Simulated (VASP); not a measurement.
Here is a VASP 6.6.1 calculation.

INCAR

```
SYSTEM = InSe
ALGO     = Normal         ! electronic algorithm
EDIFF    = 1E-6           ! SCF threshold, eV
ENCUT    = 520            ! plane-wave cutoff, eV
GGA      = PE             ! functional
ISIF     = 2              ! what is computed and relaxed
ISMEAR   = 0              ! smearing method
LASPH    = .True.         ! aspherical terms in the spheres
LCHARG   = .True.         ! write CHGCAR
LELF     = .True.         ! ELF
LREAL    = .False.        ! projectors in reciprocal space
LVHAR    = .True.       
LWAVE    = .False.        ! write WAVECAR
NBANDS   = 48             ! bands
NELM     = 100            ! most SCF steps
PREC     = Accurate       ! precision mode
SIGMA    = 0.05           ! smearing width, eV
```

KPOINTS

```
k-points
0
Gamma
  12 12 2
  0 0 0
```

File POSCAR:

```
InSe
1.0
    4.0896281733      0.0000000000      0.0000000000
   -2.0448140866      3.5417218901      0.0000000000
    0.0000000000      0.0000000000     18.4030146391
In Se
4 4
Direct
    0.3333333333      0.6666666667      0.1732378137
    0.6666666667      0.3333333333      0.6777053709
    0.3333333333      0.6666666667      0.3267621863
    0.6666666667      0.3333333333      0.8222946291
    0.3333333333      0.6666666667      0.6123203467
    0.6666666667      0.3333333333      0.1041573763
    0.3333333333      0.6666666667      0.8876796533
    0.6666666667      0.3333333333      0.3958426237
```

Potentials or basis: VASP PAW PBE potentials, release 64 (In_d, Se).

Run with:

```bash
$ cat potpaw_PBE.64/In_d/POTCAR potpaw_PBE.64/Se/POTCAR > POTCAR
$ mpirun -np 1 vasp_std > vasp.out
```

(1) Estimate the pressure.

(2) Estimate the band gap on the k mesh.

(3) What does it give for the largest force?

Results:

(1) 1.2 GPa.

(2) 0.73 eV.

(3) 0.583 eV/Å.

Caveat: the cell differs from its parent crystal (atoms displaced along a vibrational mode); spin-orbit coupling is left out, which moves the levels of the heavy elements; this functional lacks dispersion, which binds the layers, so the pressure and a relaxed spacing across them are unreliable.
